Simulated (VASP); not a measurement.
# TaF3 (Pm-3m) in VASP: settings compared

Aim: see how the results for TaF3 move with the level of theory and the settings. Levels: PBE, PBE+U. Tasks: single point, relaxation of cell and atoms.

Program: VASP 6.6.1. These are calculated values, not measurements. Logs are shortened: lines on timing, memory, paths and dates and some standing lists are left out, and cuts for length are marked.

### 1 The cell of the first run

Symmetry: Pm-3m, No. 221, cubic system. Conventional cell: a = 4.125 Å, b = 4.125 Å, c = 4.125 Å, α = 90.00°, β = 90.00°, γ = 90.00°. Within 2.7 Å of Ta (site symmetry m-3m) lie 6 F at 2.06 Å. Within 2.7 Å of F (site symmetry 4/mmm) lie 2 Ta at 2.06 Å.

### 2 Single point, PBE

Input file INCAR:

```
SYSTEM = TaF3
ALGO = Normal
EDIFF = 1E-7
ENCUT = 520
GGA = PE
ISIF = 2
ISMEAR = -1
LASPH = .True.
LCHARG = .False.
LREAL = .False.
LWAVE = .False.
NBANDS = 24
NELM = 80
PREC = Accurate
SIGMA = 0.1
```

Input file KPOINTS:

```
k-points
0
Gamma
  5 5 5
  0 0 0
```

Input file POSCAR:

```
TaF3
1.0
    4.1251175612      0.0000000000      0.0000000000
    0.0000000000      4.1251175612      0.0000000000
    0.0000000000      0.0000000000      4.1251175612
Ta F
1 3
Direct
    0.0000000000      0.0000000000      0.0000000000
    0.5000000000      0.0000000000      0.0000000000
    0.0000000000      0.5000000000      0.0000000000
    0.0000000000      0.0000000000      0.5000000000
```

Potentials or basis: VASP PAW PBE potentials, release 64 (Ta_pv, F).

Run with:

```console
$ cat potpaw_PBE.64/Ta_pv/POTCAR potpaw_PBE.64/F/POTCAR > POTCAR
$ mpirun -np 1 vasp_std > vasp.out
```

OUTCAR:

```text
SYSTEM = TaF3
   EDIFF = 1E-7
   ENCUT = 520
   GGA = PE
   ISIF = 2
   ISMEAR = -1
   LASPH = .True.
   LREAL = .False.
   NELM = 80
   PREC = Accurate

 ion  position               nearest neighbor table
   1  0.000  0.000  0.000-   2 2.06   3 2.06   4 2.06   4 2.06   3 2.06   2 2.06
   2  0.500  0.000  0.000-   1 2.06   1 2.06
   3  0.000  0.500  0.000-   1 2.06   1 2.06
   4  0.000  0.000  0.500-   1 2.06   1 2.06

  LATTYP: Found a simple cubic cell.
 ALAT       =     4.1251175612

  Lattice vectors:

 A1 = (   4.1251175612,   0.0000000000,   0.0000000000)
 A2 = (   0.0000000000,   4.1251175612,   0.0000000000)
 A3 = (   0.0000000000,   0.0000000000,   4.1251175612)

Analysis of symmetry for initial positions (statically):
=====================================================================
 Subroutine PRICEL returns:
 Original cell was already a primitive cell.

 Routine SETGRP: Setting up the symmetry group for a
 simple cubic supercell.

 Subroutine GETGRP returns: Found 48 space group operations
 (whereof 48 operations were pure point group operations)
 out of a pool of 48 trial point group operations.

The static configuration has the point symmetry O_h .

Analysis of symmetry for dynamics (positions and initial velocities):
=====================================================================
 Subroutine PRICEL returns:
 Original cell was already a primitive cell.

 Routine SETGRP: Setting up the symmetry group for a
 simple cubic supercell.

 Subroutine GETGRP returns: Found 48 space group operations
 (whereof 48 operations were pure point group operations)
 out of a pool of 48 trial point group operations.

The dynamic configuration has the point symmetry O_h .

 Subroutine INISYM returns: Found 48 space group operations
 (whereof 48 operations are pure point group operations),
 and found     1 'primitive' translations

----------------------------------------------------------------------------------------

                                     Primitive cell

  volume of cell :      70.1955

  direct lattice vectors                    reciprocal lattice vectors
     4.125117561  0.000000000  0.000000000     0.242417334  0.000000000  0.000000000
     0.000000000  4.125117561  0.000000000     0.000000000  0.242417334  0.000000000
     0.000000000  0.000000000  4.125117561     0.000000000  0.000000000  0.242417334

  length of vectors
     4.125117561  4.125117561  4.125117561     0.242417334  0.242417334  0.242417334

  position of ions in fractional coordinates (direct lattice)
     0.000000000  0.000000000  0.000000000
     0.500000000  0.000000000  0.000000000
     0.000000000  0.500000000  0.000000000
     0.000000000  0.000000000  0.500000000

  ion indices of the primitive-cell ions
   primitive index   ion index
                 1           1
                 2           2
                 3           3
                 4           4

----------------------------------------------------------------------------------------

 KPOINTS: k-points

Automatic generation of k-mesh.
 Grid dimensions read from file:
 generate k-points for:    5    5    5

 Generating k-lattice:

  Cartesian coordinates                     Fractional coordinates (reciprocal lattice)
     0.048483467  0.000000000  0.000000000     0.200000000  0.000000000  0.000000000
     0.000000000  0.048483467  0.000000000     0.000000000  0.200000000  0.000000000
     0.000000000  0.000000000  0.048483467     0.000000000  0.000000000  0.200000000

  Length of vectors
     0.048483467  0.048483467  0.048483467

  Shift w.r.t. Gamma in fractional coordinates (k-lattice)
     0.000000000  0.000000000  0.000000000

 Subroutine IBZKPT returns following result:
 ===========================================

 Found     10 irreducible k-points:

 Following reciprocal coordinates:
            Coordinates               Weight
  0.000000  0.000000  0.000000      1.000000
  0.200000  0.000000  0.000000      6.000000
  0.400000  0.000000  0.000000      6.000000
  0.200000  0.200000  0.000000     12.000000
  0.400000  0.200000  0.000000     24.000000
  0.400000  0.400000  0.000000     12.000000
  0.200000  0.200000  0.200000      8.000000
  0.400000  0.200000  0.200000     24.000000
  0.400000  0.400000  0.200000     24.000000
  0.400000  0.400000  0.400000      8.000000
   k-points           NKPTS =     10   k-points in BZ     NKDIM =     10   number of bands    NBANDS=     24
   number of dos      NEDOS =    301   number of ions     NIONS =      4
   total plane-waves  NPLWV =  32768
   dimension x,y,z NGX =    32 NGY =   32 NGZ =   32
   dimension x,y,z NGXF=    64 NGYF=   64 NGZF=   64
   ions per type =               1   3
   NGX,Y,Z   is equivalent  to a cutoff of  12.90, 12.90, 12.90 a.u.
   NGXF,Y,Z  is equivalent  to a cutoff of  25.79, 25.79, 25.79 a.u.
 SYSTEM =  TaF3
   PREC   = accura    normal or accurate (medium, high low for compatibility)
   ISTART =      0    job   : 0-new  1-cont  2-samecut
   ICHARG =      2    charge: 1-file 2-atom 10-const
   ISPIN  =      1    spin polarized calculation?
   LNONCOLLINEAR =      F non collinear calculations
   LSORBIT =      F    spin-orbit coupling
   LASPH  =      T    aspherical Exc in radial PAW
   ENCUT  =  520.0 eV  38.22 Ry    6.18 a.u.   7.67  7.67  7.67*2*pi/ulx,y,z
   NELM   =     80;   NELMIN=  2; NELMDL= -5     # of ELM steps
   EDIFF  = 0.1E-06   stopping-criterion for ELM
   LREAL  =      F    real-space projection
   EDIFFG = 0.1E-05   stopping-criterion for IOM
   NSW    =      0    number of steps for IOM
   IBRION =     -1    ionic relax: 0-MD 1-quasi-New 2-CG
   NFREE  =      0    steps in history (QN), initial steepest desc. (CG)
   ISIF   =      2    stress and relaxation
   ISYM   =      2    0-nonsym 1-usesym 2-fastsym
   POTIM  = 0.5000    time-step for ionic-motion
   TEBEG  =    0.0;   TEEND  =   0.0 temperature during run
   PSTRESS=    0.0 pullay stress
   NELECT =      32.0000    total number of electrons
   NUPDOWN=      -1.0000    fix difference up-down
   EMIN   =  10.00;   EMAX   =-10.00  energy-range for DOS
   EFERMI =   0.00;   METHOD = LEGACY
   ISMEAR =    -1;   SIGMA  =   0.10  broadening in eV -4-tet -1-fermi 0-gaus
   EFERMI_NEDOS =   21; number of points for ismear=-14 and -15
   IALGO  =     38    algorithm
   IMIX   =      4    mixing-type and parameters
     AMIX     =   0.40;   BMIX     =  1.00
     AMIX_MAG =   1.60;   BMIX_MAG =  1.00
  volume/ion in A,a.u.               =      17.55       118.43
  Fermi-wavevector in a.u.,A,eV,Ry     =   1.259955  2.380970 21.599079  1.587488
  Thomas-Fermi vector in A             =   2.393489
   LORBIT       =      0    0 simple, 1 ext, 2 COOP (PROOUT), +10 PAW based schemes
   GGA     = PE    functional components
   LHFCALC =     F    Hartree Fock is set to
   AEXX    =    0.0000 exact exchange contribution
   IVDW    =     0    specifies the selected vdW correction
   LEPSILON=     F    determine dielectric tensor
   LRPA    =     F    only Hartree local field effects (RPA)
 non-spin polarized calculation
  energy-cutoff  :      520.00
  volume of cell :       70.20
 maximum number of plane-waves:      1908
 NGX is ok and might be reduce to    32
   NGX = 15   NGY = 15   NGZ = 15

 number of electron      32.0000026 magnetization

 Free energy of the ion-electron system (eV)
  ---------------------------------------------------
  ext. energy  EPLUGINS =         0.00000000
  ---------------------------------------------------
  free energy    TOTEN  =       -26.85121693 eV

  energy without entropy =      -26.74577544  energy(sigma->0) =      -26.79849618

 E-fermi :   3.2211     XC(G=0):  -8.2885

 val. band max:        3.1568130563   @ k =   0.4000   0.2000   0.2000
 cond. band min:       3.3952890770   @ k =   0.4000   0.0000   0.0000
 fundamental gap:      0.2384760207
 Fermi energy:         3.2210674337

 k-point     1 :       0.0000    0.0000    0.0000
  band No.  band energies     occupation
      1     -33.6879      2.00000
      2     -33.6879      2.00000
      3     -33.6879      2.00000
      4     -24.3801      2.00000
      5     -24.0994      2.00000
      6     -24.0994      2.00000
[... 16 lines left out ...]
     23      12.0694      0.00000
     24      12.0694      0.00000

 k-point     2 :       0.2000    0.0000    0.0000
  band No.  band energies     occupation
      1     -33.7437      2.00000
      2     -33.6871      2.00000
      3     -33.6871      2.00000
      4     -24.3205      2.00000
      5     -24.0981      2.00000
      6     -23.9421      2.00000
[... 16 lines left out ...]
     23      11.5750      0.00000
     24      12.3380      0.00000

 k-point     3 :       0.4000    0.0000    0.0000
  band No.  band energies     occupation
      1     -33.8310      2.00000
      2     -33.6857      2.00000
      3     -33.6857      2.00000
      4     -24.2863      2.00000
      5     -24.0961      2.00000
      6     -23.6116      2.00000
[... 16 lines left out ...]
     23      12.3818      0.00000
     24      12.8367      0.00000

 k-point     4 :       0.2000    0.2000    0.0000
  band No.  band energies     occupation
      1     -33.7430      2.00000
      2     -33.7426      2.00000
      3     -33.6862      2.00000
      4     -24.2475      2.00000
      5     -23.9821      2.00000
      6     -23.9121      2.00000
[... 16 lines left out ...]
     23      10.0527      0.00000
     24      12.2389      0.00000

 k-point     5 :       0.4000    0.2000    0.0000
  band No.  band energies     occupation
      1     -33.8301      2.00000
      2     -33.7414      2.00000
      3     -33.6849      2.00000
      4     -24.2154      2.00000
      5     -23.9493      2.00000
      6     -23.6100      2.00000
[... 73 lines left out ...]
 k-point     8 :       0.4000    0.2000    0.2000
  band No.  band energies     occupation
      1     -33.8292      2.00000
      2     -33.7408      2.00000
      3     -33.7403      2.00000
      4     -24.0381      2.00000
      5     -23.9089      2.00000
      6     -23.6085      2.00000
[... 16 lines left out ...]
     23      10.7114      0.00000
     24      11.3742      0.00000

 k-point     9 :       0.4000    0.4000    0.2000
  band No.  band energies     occupation
      1     -33.8278      2.00000
      2     -33.8276      2.00000
      3     -33.7392      2.00000
      4     -23.9735      2.00000
      5     -23.6156      2.00000
      6     -23.5997      2.00000
[... 16 lines left out ...]
     23       9.2121      0.00000
     24      10.6923      0.00000

 k-point    10 :       0.4000    0.4000    0.4000
  band No.  band energies     occupation
      1     -33.8264      2.00000
      2     -33.8262      2.00000
      3     -33.8262      2.00000
      4     -23.6267      2.00000
      5     -23.5973      2.00000
      6     -23.5973      2.00000
[... 16 lines left out ...]
     23      10.1716      0.00000
     24      10.1716      0.00000

------------------------ aborting loop because EDIFF is reached ----------------------------------------

  FORCE on cell =-STRESS in cart. coord.  units (eV):
  Direction    XX          YY          ZZ          XY          YZ          ZX
  --------------------------------------------------------------------------------------
  -------------------------------------------------------------------------------------
  Total        0.0290889      0.0290889      0.0290889     -0.0000000     -0.0000000      0.0000000
  in kB        0.6639395      0.6639395      0.6639395     -0.0000000     -0.0000000      0.0000000
  external PRESSURE =       0.6639395 kB  Pullay stress =       0.0000000 kB

 VOLUME and BASIS-vectors are now :
 -----------------------------------------------------------------------------
  energy-cutoff  :      520.00
  volume of cell :       70.20
      direct lattice vectors                 reciprocal lattice vectors
     4.125117561  0.000000000  0.000000000     0.242417334  0.000000000  0.000000000
     0.000000000  4.125117561  0.000000000     0.000000000  0.242417334  0.000000000
     0.000000000  0.000000000  4.125117561     0.000000000  0.000000000  0.242417334

 POSITION                                       TOTAL-FORCE (eV/Angst)
 -----------------------------------------------------------------------------------
      0.00000      0.00000      0.00000         0.000000      0.000000      0.000000
      2.06256      0.00000      0.00000         0.000000      0.000000      0.000000
      0.00000      2.06256      0.00000         0.000000      0.000000      0.000000
      0.00000      0.00000      2.06256         0.000000      0.000000      0.000000
 -----------------------------------------------------------------------------------
    total drift:                                0.000000      0.000000     -0.000000

  FREE ENERGIE OF THE ION-ELECTRON SYSTEM (eV)
  ---------------------------------------------------
  free  energy   TOTEN  =       -26.8512169273 eV

  energy  without entropy=      -26.7457754354  energy(sigma->0) =      -26.79849618
```

Run time: 16 s. Hardware: 1 thread of AMD EPYC 9R45 (Zen 5), shared host; peak memory 0.14 GiB.

Results:

| Item | Value |
| --- | --- |
| Free energy | -26.8512 eV |
| Pressure | 0.1 GPa |
| Band gap on the k mesh | zero (band 16 reaches 4.30 eV, above the bottom of band 17 at 2.34 eV) |

Caveat: spin-orbit coupling is left out, which moves the levels of the heavy elements.

### 3 Single point, PBE

Input file INCAR:

```
  PREC = Accurate
  ENCUT = 520
  EDIFF = 1E-6
  ISMEAR = -1
  SIGMA = 0.1
  LREAL = False
  LASPH = True
  NELM = 80
  ALGO = Normal
  ISIF = 2
  LWAVE = False
  LCHARG = False
  GGA = PE
  NBANDS = 24
```

Input file KPOINTS:

```
regular mesh
0
Gamma
  5 5 5
```

Input file POSCAR:

```
TaF3
1.0
    4.1251157214      0.0000000000      0.0000000000
    0.0000000000      4.1251157214      0.0000000000
    0.0000000000      0.0000000000      4.1251157214
Ta F
1 3
Direct
    0.0000000000      0.0000000000      0.0000000000
    0.5000000000      0.0000000000      0.0000000000
    0.0000000000      0.5000000000      0.0000000000
    0.0000000000      0.0000000000      0.5000000000
```

Potentials or basis: VASP PAW PBE potentials, release 64 (Ta_pv, F).

Run with:

```console
$ cat potpaw_PBE.64/Ta_pv/POTCAR potpaw_PBE.64/F/POTCAR > POTCAR
$ mpirun -np 1 vasp_std > vasp.out
```

Run time: 16 s. Hardware: 1 thread of AMD EPYC 9R45 (Zen 5), shared host; peak memory 0.14 GiB.

Results (log left out):

```
Free energy            : -26.8512 eV
Pressure               : 0.1 GPa
Band gap on the k mesh : zero (band 16 reaches 4.30 eV, above the bottom of band 17 at 2.34 eV)
```

Levels at points of the mesh, in eV from the Fermi level:
| k point | band 12 | band 13 | band 14 | band 15 | band 16 | band 17 | band 18 | band 19 | band 20 | band 21 |
| --- | --- | --- | --- | --- | --- | --- | --- | --- | --- | --- |
| (0.00, 0.00, 0.00) | -8.07 | -8.01 | -8.01 | -8.01 | -0.88 | -0.88 | -0.88 | -0.08 | 1.82 | 1.82 |

Caveat: spin-orbit coupling is left out, which moves the levels of the heavy elements.

### 4 Single point, PBE

Input file INCAR:

```
SYSTEM = TaF3
ALGO = Normal ; EDIFF = 1E-7
ENCUT = 520 ; GGA = PE
ISIF = 2 ; ISMEAR = -1
LASPH = .True. ; LCHARG = .False.
LREAL = .False. ; LWAVE = .False.
NBANDS = 24 ; NELM = 80
PREC = Accurate ; SIGMA = 0.1
```

Input file KPOINTS:

```
k-points
0
Gamma
  5 5 5
  0 0 0
```

Input file POSCAR:

```
TaF3
1.0
    4.1251163455      0.0000000000      0.0000000000
    0.0000000000      4.1251163455      0.0000000000
    0.0000000000      0.0000000000      4.1251163455
Ta F
1 3
Direct
    0.0000000000      0.0000000000      0.0000000000
    0.5000000000      0.0000000000      0.0000000000
    0.0000000000      0.5000000000      0.0000000000
    0.0000000000      0.0000000000      0.5000000000
```

Run with:

```console
$ cat potpaw_PBE.64/Ta_pv/POTCAR potpaw_PBE.64/F/POTCAR > POTCAR
$ mpirun -np 1 vasp_std > vasp.out
```

Wall time 15 s (1 thread of AMD EPYC 9R45 (Zen 5), shared host); peak memory 0.13 GiB.

The run converged. Its results:

| Property | Result |
| --- | --- |
| Free energy | -26.8512 eV |
| Pressure | 0.1 GPa |
| Band gap on the k mesh | zero (band 16 reaches 4.30 eV, above the bottom of band 17 at 2.34 eV) |

Levels at points of the mesh, in eV from the Fermi level:
| k point | band 14 | band 15 | band 16 | band 17 | band 18 | band 19 |
| --- | --- | --- | --- | --- | --- | --- |
| (0.00, 0.00, 0.00) | -8.01 | -8.01 | -0.88 | -0.88 | -0.88 | -0.08 |

Caveat: spin-orbit coupling is left out, which moves the levels of the heavy elements.

(Continued in part 2 of 2.)
